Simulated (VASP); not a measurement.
A run of VASP 6.6.1 is set up as follows.

Contents of INCAR:

```
PREC = Accurate
ENCUT = 600
EDIFF = 1E-7
ISMEAR = 0
SIGMA = 0.01
LREAL = False
LASPH = True
NELM = 80
ALGO = Normal
ISIF = 3
LWAVE = False
LCHARG = False
GGA = PS
IBRION = 2
NSW = 50
EDIFFG = -0.01
```

The input KPOINTS:

```
Automatic mesh
0
Gamma
  7 7 7
```

Contents of POSCAR:

```
LiF
1.0
    0.0000000000      2.0140000000      2.0140000000
    2.0140000000      0.0000000000      2.0140000000
    2.0140000000      2.0140000000      0.0000000000
Li F
1 1
Direct
    0.0000000000      0.0000000000      0.0000000000
    0.5000000000      0.5000000000      0.5000000000
```

Potentials or basis: VASP PAW PBE potentials, release 64 (Li_sv, F).

Launch:

```bash
$ cat potpaw_PBE.64/Li_sv/POTCAR potpaw_PBE.64/F/POTCAR > POTCAR
$ mpirun -np 1 vasp_std > vasp.out
```

(1) What does it give for the space group after relaxing (to 0.05 Å)?

(2) Predict the relaxed volume.

(3) Predict the band gap on the k mesh.

(4) Estimate the relaxed cell.

Results:

(1) Fm-3m (No. 225).

(2) 7.98 Å³/atom.

(3) 9.13 eV, direct.

(4) a = 2.826 Å, b = 2.826 Å, c = 2.826 Å, α = 60.00°, β = 60.00°, γ = 60.00°.

Caveat: the cutoff is under 1.25 times the usual one of these potentials, so pressure, stress and relaxed cells hold a basis-set (Pulay) error; the PAW data sets were made with another functional, which shifts forces and pressure a little.
